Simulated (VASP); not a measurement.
Write the native input for VASP 6.6.1 that does the following.

```yaml
Task: relaxation of cell and atoms
Functional: LDA
Potentials_or_basis: VASP PAW LDA potentials, release 64 (Sc_sv, Ir)
Cutoff: 600 eV
k_mesh: 14 × 14 × 14
Occupations: fermi-dirac, width 0.08 eV
Spin: no spin polarisation
Dipole_correction: no
Further_INCAR_settings: ALGO = Normal; EDIFF = 1e-06; IBRION = 2; EDIFFG = -0.002; NSW = 100; ISIF = 3
```

The structure of ScIr lies in POSCAR:

```
ScIr
1.0
    3.2060000000      0.0000000000      0.0000000000
    0.0000000000      3.2060000000      0.0000000000
    0.0000000000      0.0000000000      3.2060000000
Sc Ir
1 1
Direct
    0.5000000000      0.5000000000      0.5000000000
    0.0000000000      0.0000000000      0.0000000000
```

These files were run (other wordings do the same):

INCAR

```
PREC = Accurate ; ENCUT = 600
EDIFF = 1E-6 ; ISMEAR = -1
SIGMA = 0.08 ; LREAL = F
LASPH = T ; NELM = 100
ALGO = Normal ; ISIF = 3
LWAVE = F ; LCHARG = F
IBRION = 2 ; NSW = 100
EDIFFG = -0.002
```

KPOINTS

```
Automatic mesh
0
Gamma
  14 14 14
```

Potentials or basis: VASP PAW LDA potentials, release 64 (Sc_sv, Ir).

The run is started by

```sh
$ cat potpaw_LDA.64/Sc_sv/POTCAR potpaw_LDA.64/Ir/POTCAR > POTCAR
$ mpirun -np 1 vasp_std > vasp.out
```

It gave:

| Item | Value |
| --- | --- |
| Relaxed volume | 15.89 Å³/atom |
| Relaxed cell | a = 3.168 Å, b = 3.168 Å, c = 3.168 Å, α = 90.00°, β = 90.00°, γ = 90.00° |
| Space group after relaxing (to 0.1 Å) | Pm-3m (No. 221) |
| Energy gained by relaxing | 12.1 meV/atom |
| Ionic steps | 4 |
| Pressure after relaxing | 0.0 GPa |
| Band gap on the k mesh | zero (bands 10 and 11 overlap by 0.62 eV) |

Caveat: spin-orbit coupling is left out, which moves the levels of the heavy elements.

Run time: 4.8 min on 1 thread of Intel Xeon 8259CL (shared host), peak memory 0.21 GiB.
